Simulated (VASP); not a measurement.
# GaN (F-43m) in VASP: notebook, part 2 of 2

VASP 6.6.1.

**5. Single point, PBE**

INCAR reads:

```
SYSTEM = GaN
  PREC = Accurate
  ENCUT = 520
  EDIFF = 1E-7
  ISMEAR = 0
  SIGMA = 0.01
  LREAL = .False.
  LASPH = .True.
  NELM = 80
  ALGO = Normal
  ISIF = 2
  LWAVE = .False.
  LCHARG = .False.
  GGA = PE
  NBANDS = 16
```

KPOINTS reads:

```
Automatic mesh
0
Gamma
  10 10 10
  0 0 0
```

POSCAR reads:

```
GaN
1.0
    0.0000000000      2.2489525411      2.2489525411
    2.2489525411      0.0000000000      2.2489525411
    2.2489525411      2.2489525411      0.0000000000
Ga N
1 1
Direct
    0.0000000000      0.0000000000      0.0000000000
    0.2500000000      0.2500000000      0.2500000000
```

Potentials or basis: VASP PAW PBE potentials, release 64 (Ga_d, N).

Run with:

```bash
$ cat potpaw_PBE.64/Ga_d/POTCAR potpaw_PBE.64/N/POTCAR > POTCAR
$ mpirun -np 1 vasp_std > vasp.out
```

OUTCAR:

```text
SYSTEM = GaN
   PREC = Accurate
   ENCUT = 520
   EDIFF = 1E-7
   ISMEAR = 0
   LREAL = .False.
   LASPH = .True.
   NELM = 80
   ISIF = 2
   GGA = PE

 ion  position               nearest neighbor table
   1  0.000  0.000  0.000-   2 1.95   2 1.95   2 1.95   2 1.95
   2  0.250  0.250  0.250-   1 1.95   1 1.95   1 1.95   1 1.95

  LATTYP: Found a face centered cubic cell.
 ALAT       =     4.4979050822

  Lattice vectors:

 A1 = (   0.0000000000,   2.2489525411,   2.2489525411)
 A2 = (   2.2489525411,   0.0000000000,   2.2489525411)
 A3 = (   2.2489525411,   2.2489525411,   0.0000000000)

Analysis of symmetry for initial positions (statically):
=====================================================================
 Subroutine PRICEL returns:
 Original cell was already a primitive cell.

 Routine SETGRP: Setting up the symmetry group for a
 face centered cubic supercell.

 Subroutine GETGRP returns: Found 24 space group operations
 (whereof 24 operations were pure point group operations)
 out of a pool of 48 trial point group operations.

The static configuration has the point symmetry T_d .

Analysis of symmetry for dynamics (positions and initial velocities):
[... 162 lines left out ...]
 cond. band min:       7.1109205222   @ k =   0.0000   0.0000   0.0000
 fundamental gap:      1.7636398842
 Fermi energy:         5.4041765664

 k-point     1 :       0.0000    0.0000    0.0000
  band No.  band energies     occupation
      1     -10.6382      2.00000
      2      -8.0992      2.00000
      3      -8.0992      2.00000
      4      -8.0992      2.00000
      5      -7.7734      2.00000
      6      -7.7734      2.00000
[... 433 lines left out ...]
      3      -7.8712      2.00000
      4      -7.8706      2.00000
      5      -7.7119      2.00000
      6      -6.8585      2.00000
[... 8 lines left out ...]
     15      27.7590      0.00000
     16      27.8417      0.00000

 [... further k-points ...]

------------------------ aborting loop because EDIFF is reached ----------------------------------------

  FORCE on cell =-STRESS in cart. coord.  units (eV):
  Direction    XX          YY          ZZ          XY          YZ          ZX
  --------------------------------------------------------------------------------------
  -------------------------------------------------------------------------------------
  Total        0.8868061      0.8868061      0.8868061     -0.0000000      0.0000000      0.0000000
  in kB       62.4551678     62.4551678     62.4551678     -0.0000000      0.0000000      0.0000000
  external PRESSURE =      62.4551678 kB  Pullay stress =       0.0000000 kB

 VOLUME and BASIS-vectors are now :
 -----------------------------------------------------------------------------
  energy-cutoff  :      520.00
  volume of cell :       22.75
      direct lattice vectors                 reciprocal lattice vectors
     0.000000000  2.248952541  2.248952541    -0.222325723  0.222325723  0.222325723
     2.248952541  0.000000000  2.248952541     0.222325723 -0.222325723  0.222325723
     2.248952541  2.248952541  0.000000000     0.222325723  0.222325723 -0.222325723

 POSITION                                       TOTAL-FORCE (eV/Angst)
 -----------------------------------------------------------------------------------
      0.00000      0.00000      0.00000        -0.000000      0.000000     -0.000000
      1.12448      1.12448      1.12448         0.000000     -0.000000      0.000000
 -----------------------------------------------------------------------------------
    total drift:                                0.000002      0.000002      0.000002

  FREE ENERGIE OF THE ION-ELECTRON SYSTEM (eV)
  ---------------------------------------------------
  free  energy   TOTEN  =       -12.1382223581 eV

  energy  without entropy=      -12.1382223581  energy(sigma->0) =      -12.13822236
```

OSZICAR:

```text
N       E                     dE             d eps       ncg     rms          rms(c)
DAV:   1     0.830497632092E+02    0.83050E+02   -0.92021E+03  1632   0.202E+03
DAV:   2    -0.829015070818E+01   -0.91340E+02   -0.85553E+02  1728   0.329E+02
DAV:   3    -0.140777432833E+02   -0.57876E+01   -0.57638E+01  1704   0.708E+01
DAV:   4    -0.141477043342E+02   -0.69961E-01   -0.69951E-01  1960   0.823E+00
DAV:   5    -0.141486194430E+02   -0.91511E-03   -0.91511E-03  1752   0.860E-01    0.774E+00
DAV:   6    -0.121367354372E+02    0.20119E+01   -0.49028E+00  2296   0.399E+01    0.268E+00
DAV:   7    -0.121458003528E+02   -0.90649E-02   -0.32229E-01  1640   0.656E+00    0.177E+00
DAV:   8    -0.121421125171E+02    0.36878E-02   -0.56708E-02  1760   0.326E+00    0.783E-01
DAV:   9    -0.121379645475E+02    0.41480E-02   -0.14329E-02  2248   0.275E+00    0.198E-01
DAV:  10    -0.121383177783E+02   -0.35323E-03   -0.15307E-03  1776   0.545E-01    0.967E-02
DAV:  11    -0.121382174307E+02    0.10035E-03   -0.28841E-04  2248   0.257E-01    0.871E-03
DAV:  12    -0.121382226863E+02   -0.52557E-05   -0.30473E-05  1704   0.523E-02    0.109E-02
DAV:  13    -0.121382224357E+02    0.25069E-06   -0.75011E-07  1856   0.144E-02    0.321E-03
DAV:  14    -0.121382223581E+02    0.77554E-07   -0.50674E-08  1360   0.285E-03
   1 F= -.12138222E+02 E0= -.12138222E+02  d E =-.147808E-18
```

Run time: 13 s. Hardware: 1 thread of Intel Xeon Platinum 8259CL at 2.50GHz (Skylake/Cascade Lake), shared host; peak memory 0.15 GiB.

What came out:

```
Free energy            : -12.1382 eV
Pressure               : 6.2 GPa
Band gap on the k mesh : 1.76 eV
```

Caveat: the cell stands under pressure; the structure was generated, so it needn't be the stable form of GaN.

**6. Single point, HSE06**

POSCAR is that of step 5.

INCAR.step1 reads:

```
SYSTEM = GaN
PREC = Accurate
ENCUT = 520
EDIFF = 1E-5
ISMEAR = 0
SIGMA = 0.01
LREAL = .False.
LASPH = .True.
NELM = 100
ALGO = Normal
ISIF = 2
LWAVE = .True.
NBANDS = 16
GGA = PE
```

INCAR.step2 reads:

```
SYSTEM = GaN
PREC = Accurate
ENCUT = 520
EDIFF = 1E-7
ISMEAR = 0
SIGMA = 0.01
LREAL = .False.
LASPH = .True.
NELM = 100
ALGO = Normal
ISIF = 2
LWAVE = .False.
LCHARG = .True.
GGA = PE
LHFCALC = .True.
HFSCREEN = 0.2079
PRECFOCK = Normal
LELF = .True.
LVHAR = .True.
NBANDS = 16
ISTART = 1
```

KPOINTS reads:

```
regular mesh
0
Gamma
  6 6 6
  0 0 0
```

Potentials or basis: VASP PAW PBE potentials, release 64 (Ga_d, N).

Run with:

```bash
$ cat potpaw_PBE.64/Ga_d/POTCAR potpaw_PBE.64/N/POTCAR > POTCAR
$ cp INCAR.step1 INCAR
$ mpirun -np 1 vasp_std > vasp.out
$ cp INCAR.step2 INCAR
$ mpirun -np 1 vasp_std > vasp.out
```

It took 32 min on 1 thread of Intel Xeon Platinum 8259CL at 2.50GHz (Skylake/Cascade Lake), shared host; peak memory 0.25 GiB.

The run converged. Its results:

```yaml
Free_energy: -14.7383 eV
Pressure: -0.1 GPa
Band_gap_on_the_k_mesh: 3.02 eV
```

Levels at points of the mesh, in eV from the valence-band top:
| k point | band 5 | band 6 | band 7 | band 8 | band 9 | band 10 | band 11 | band 12 | band 13 | band 14 |
| --- | --- | --- | --- | --- | --- | --- | --- | --- | --- | --- |
| (0.00, 0.00, 0.00) | -15.25 | -15.25 | 0.00 | 0.00 | 0.00 | 3.02 | 11.96 | 11.96 | 11.96 | 19.47 |
| (0.50, 0.00, 0.00) | -15.21 | -13.61 | -7.58 | -1.05 | -1.05 | 6.13 | 10.45 | 11.94 | 11.94 | 17.39 |
| (0.50, 0.50, 0.00) | -15.18 | -13.05 | -6.59 | -2.93 | -2.93 | 4.45 | 8.19 | 13.63 | 16.10 | 16.10 |

Caveat: the structure was generated, so it needn't be the stable form of GaN; the PAW data sets were made with another functional, which shifts forces and pressure a little.

**7. Single point, PBE0**

POSCAR is that of step 6.

INCAR.step1 reads:

```
ALGO     = Normal         # electronic algorithm
EDIFF    = 1E-5           # SCF threshold, eV
ENCUT    = 520            # plane-wave cutoff, eV
GGA      = PE             # functional
ISIF     = 2              # what is computed and relaxed
ISMEAR   = 0              # smearing method
LASPH    = True           # aspherical terms in the spheres
LCHARG   = False          # write CHGCAR
LREAL    = False          # projectors in reciprocal space
LWAVE    = True           # write WAVECAR
NBANDS   = 16             # bands
NELM     = 80             # most SCF steps
PREC     = Accurate       # precision mode
SIGMA    = 0.01           # smearing width, eV
```

INCAR.step2 reads:

```
AEXX     = 0.25           # exact-exchange fraction
ALGO     = Normal         # electronic algorithm
EDIFF    = 1E-6           # SCF threshold, eV
ENCUT    = 520            # plane-wave cutoff, eV
GGA      = PE             # functional
ISIF     = 2              # what is computed and relaxed
ISMEAR   = 0              # smearing method
ISTART   = 1            
LASPH    = True           # aspherical terms in the spheres
LCHARG   = False          # write CHGCAR
LHFCALC  = True           # exact exchange
LREAL    = False          # projectors in reciprocal space
LWAVE    = False          # write WAVECAR
NBANDS   = 16             # bands
NELM     = 80             # most SCF steps
PREC     = Accurate       # precision mode
PRECFOCK = Normal       
SIGMA    = 0.01           # smearing width, eV
```

KPOINTS reads:

```
k-points
0
Gamma
  6 6 6
```

Potentials or basis: VASP PAW PBE potentials, release 64 (Ga_d, N).

Run with:

```bash
$ cat potpaw_PBE.64/Ga_d/POTCAR potpaw_PBE.64/N/POTCAR > POTCAR
$ cp INCAR.step1 INCAR
$ mpirun -np 1 vasp_std > vasp.out
$ cp INCAR.step2 INCAR
$ mpirun -np 1 vasp_std > vasp.out
```

OUTCAR:

```text
AEXX = 0.25
   EDIFF = 1E-6
   ENCUT = 520
   GGA = PE
   ISIF = 2
   ISMEAR = 0
   ISTART = 1
   LASPH = True
   LHFCALC = True
   LREAL = False
   NELM = 80
   PREC = Accurate
   PRECFOCK = Normal

 ion  position               nearest neighbor table
   1  0.000  0.000  0.000-   2 1.95   2 1.95   2 1.95   2 1.95
   2  0.250  0.250  0.250-   1 1.95   1 1.95   1 1.95   1 1.95

  LATTYP: Found a face centered cubic cell.
 ALAT       =     4.4979050822

  Lattice vectors:

 A1 = (   0.0000000000,   2.2489525411,   2.2489525411)
 A2 = (   2.2489525411,   0.0000000000,   2.2489525411)
 A3 = (   2.2489525411,   2.2489525411,   0.0000000000)

Analysis of symmetry for initial positions (statically):
=====================================================================
 Subroutine PRICEL returns:
 Original cell was already a primitive cell.

 Routine SETGRP: Setting up the symmetry group for a
 face centered cubic supercell.

 Subroutine GETGRP returns: Found 24 space group operations
 (whereof 24 operations were pure point group operations)
 out of a pool of 48 trial point group operations.

The static configuration has the point symmetry T_d .

Analysis of symmetry for dynamics (positions and initial velocities):
=====================================================================
 Subroutine PRICEL returns:
 Original cell was already a primitive cell.

 Routine SETGRP: Setting up the symmetry group for a
 face centered cubic supercell.

 Subroutine GETGRP returns: Found 24 space group operations
 (whereof 24 operations were pure point group operations)
 out of a pool of 48 trial point group operations.

The dynamic configuration has the point symmetry T_d .

 Subroutine INISYM returns: Found 24 space group operations
 (whereof 24 operations are pure point group operations),
[... 110 lines left out ...]
  Thomas-Fermi vector in A             =   2.623866
   LORBIT       =      0    0 simple, 1 ext, 2 COOP (PROOUT), +10 PAW based schemes
   GGA     = PE    functional components
   LHFCALC =     T    Hartree Fock is set to
   PRECFOCK=normal    Normal, Fast or Accurate (Low or Medium for compatibility)
   ENCUT4O =  -1.0   cutoff for four orbital integrals eV
   NKREDX  =     1    reduce k-point grid by
   NKREDY  =     1    reduce k-point grid by
   NKREDZ  =     1    reduce k-point grid by
   AEXX    =    0.2500 exact exchange contribution
   HFSCREEN=    0.0000 screening length (either q_TF or 0.3 A-1)
   HFSCREENC=   0.0000 screening length for correlation (either q_TF or 0.3 A-1)
   ENCUTFOCK=  -1.0 apply spherical cutoff to Coloumb kernel
   IVDW    =     0    specifies the selected vdW correction
   LEPSILON=     F    determine dielectric tensor
   LRPA    =     F    only Hartree local field effects (RPA)
 non-spin polarized calculation
 Gauss-broadening in eV      SIGMA  =   0.01
  energy-cutoff  :      520.00
  volume of cell :       22.75
 maximum number of plane-waves:       624
  NGX = 18; NGY = 18; NGZ = 18

 number of electron      18.0000009 magnetization

 Free energy of the ion-electron system (eV)
  ---------------------------------------------------
  ext. energy  EPLUGINS =         0.00000000
  ---------------------------------------------------
  free energy    TOTEN  =       -15.66646242 eV

  energy without entropy =      -15.66646242  energy(sigma->0) =      -15.66646242

 E-fermi :   4.3037     XC(G=0):  -9.1867

 val. band max:        4.1409997427   @ k =   0.0000   0.0000   0.0000
 cond. band min:       7.8876534870   @ k =   0.0000   0.0000   0.0000
 fundamental gap:      3.7466537443
 Fermi energy:         4.3036853665

 k-point     1 :       0.0000    0.0000    0.0000
  band No.  band energies     occupation
      1     -13.3942      2.00000
      2     -11.4594      2.00000
      3     -11.4594      2.00000
      4     -11.4594      2.00000
      5     -11.1368      2.00000
      6     -11.1368      2.00000
[... 281 lines left out ...]
      3     -11.2655      2.00000
      4     -11.1584      2.00000
      5     -11.1011      2.00000
      6      -8.7403      2.00000
[... 8 lines left out ...]
     15      27.4281      0.00000
     16      30.1474      0.00000

------------------------ aborting loop because EDIFF is reached ----------------------------------------

  FORCE on cell =-STRESS in cart. coord.  units (eV):
  Direction    XX          YY          ZZ          XY          YZ          ZX
  --------------------------------------------------------------------------------------
  -------------------------------------------------------------------------------------
  Total       -0.0303111     -0.0303111     -0.0303111      0.0000000     -0.0000000      0.0000000
  in kB       -2.1347258     -2.1347258     -2.1347258      0.0000000     -0.0000000      0.0000000
  external PRESSURE =      -2.1347258 kB  Pullay stress =       0.0000000 kB

 VOLUME and BASIS-vectors are now :
 -----------------------------------------------------------------------------
  energy-cutoff  :      520.00
  volume of cell :       22.75
      direct lattice vectors                 reciprocal lattice vectors
     0.000000000  2.248952541  2.248952541    -0.222325723  0.222325723  0.222325723
     2.248952541  0.000000000  2.248952541     0.222325723 -0.222325723  0.222325723
     2.248952541  2.248952541  0.000000000     0.222325723  0.222325723 -0.222325723

 POSITION                                       TOTAL-FORCE (eV/Angst)
 -----------------------------------------------------------------------------------
      0.00000      0.00000      0.00000         0.000000     -0.000000     -0.000000
      1.12448      1.12448      1.12448        -0.000000      0.000000      0.000000
 -----------------------------------------------------------------------------------
    total drift:                               -0.000020     -0.000017     -0.000015

  FREE ENERGIE OF THE ION-ELECTRON SYSTEM (eV)
  ---------------------------------------------------
  free  energy   TOTEN  =       -15.6664624230 eV

  energy  without entropy=      -15.6664624230  energy(sigma->0) =      -15.66646242
```

OSZICAR.step1:

```text
N       E                     dE             d eps       ncg     rms          rms(c)
DAV:   1     0.809147491981E+02    0.80915E+02   -0.91759E+03   584   0.199E+03
DAV:   2    -0.811911927873E+01   -0.89034E+02   -0.82602E+02   560   0.330E+02
DAV:   3    -0.140821136693E+02   -0.59630E+01   -0.59402E+01   624   0.718E+01
DAV:   4    -0.141471479614E+02   -0.65034E-01   -0.65026E-01   624   0.801E+00
DAV:   5    -0.141479162334E+02   -0.76827E-03   -0.76827E-03   600   0.813E-01    0.774E+00
DAV:   6    -0.121326258344E+02    0.20153E+01   -0.49323E+00   768   0.399E+01    0.268E+00
DAV:   7    -0.121412949585E+02   -0.86691E-02   -0.31860E-01   560   0.652E+00    0.177E+00
DAV:   8    -0.121374669135E+02    0.38280E-02   -0.55274E-02   616   0.323E+00    0.766E-01
DAV:   9    -0.121335298781E+02    0.39370E-02   -0.13820E-02   768   0.272E+00    0.195E-01
DAV:  10    -0.121338731008E+02   -0.34322E-03   -0.15045E-03   592   0.549E-01    0.934E-02
DAV:  11    -0.121337775577E+02    0.95543E-04   -0.27570E-04   736   0.250E-01    0.933E-03
DAV:  12    -0.121337826982E+02   -0.51405E-05   -0.29869E-05   600   0.509E-02
   1 F= -.12133783E+02 E0= -.12133783E+02  d E =-.127708E-16
```

Run time: 24 min. Hardware: 1 thread of Intel Xeon Platinum 8259CL at 2.50GHz (Skylake/Cascade Lake), shared host; peak memory 0.15 GiB.

Results:

| Item | Value |
| --- | --- |
| Free energy | -15.6665 eV |
| Pressure | -0.2 GPa |
| Band gap on the k mesh | 3.75 eV |

Levels at points of the mesh, in eV from the valence-band top:
```tsv
k point	band 5	band 6	band 7	band 8	band 9	band 10	band 11	band 12	band 13	band 14
(0.00, 0.00, 0.00)	-15.28	-15.28	0.00	0.00	0.00	3.75	12.73	12.73	12.73	20.21
(0.50, 0.00, 0.00)	-15.24	-13.64	-7.63	-1.06	-1.06	6.88	11.23	12.71	12.71	18.15
(0.50, 0.50, 0.00)	-15.21	-13.08	-6.63	-2.95	-2.95	5.20	8.94	14.40	16.88	16.88
```

Caveat: the structure was generated, so it needn't be the stable form of GaN; the PAW data sets were made with another functional, which shifts forces and pressure a little.

**8. Overview**

| level | k mesh | grid for exact exchange (PRECFOCK) | share of exact exchange | screening parameter | gap on the mesh (eV) | pressure (GPa) |
| --- | --- | --- | --- | --- | --- | --- |
| PBE | 6 × 6 × 6 | - | - | - | 1.76 | 6.2 |
| r2SCAN | 6 × 6 × 6 | - | - | - | 2.16 | 1.1 |
| PBE | 10 × 10 × 10 | - | - | - | 1.76 | 6.2 |
| HSE06 | 6 × 6 × 6 | Normal | 0.25 | 0.2079 1/Å | 3.02 | -0.1 |
| PBE0 | 6 × 6 × 6 | Normal | 0.25 | - | 3.75 | -0.2 |

Alike in all rows: task single point; potentials or basis VASP PAW PBE potentials, release 64 (Ga_d, N); no spin polarisation; cell as given; cutoff (eV) 520; smearing gaussian 0.01 eV.

On the cell as given the gap runs from 1.76 eV (PBE) to 3.75 eV (PBE0); the meshes differ, which moves gaps too. The pressure there spans -0.2 GPa (PBE0) to 6.2 GPa (PBE); a positive pressure means that this level wants a larger cell, a negative one a smaller.

Caveats: the structure was generated, so it needn't be the stable form of GaN; the PAW data sets were made with another functional, which shifts forces and pressure a little (at least some runs); the cell stands under pressure (at least some runs).

Total energies depend on the potentials used, so only differences within one code and one set of settings carry meaning.
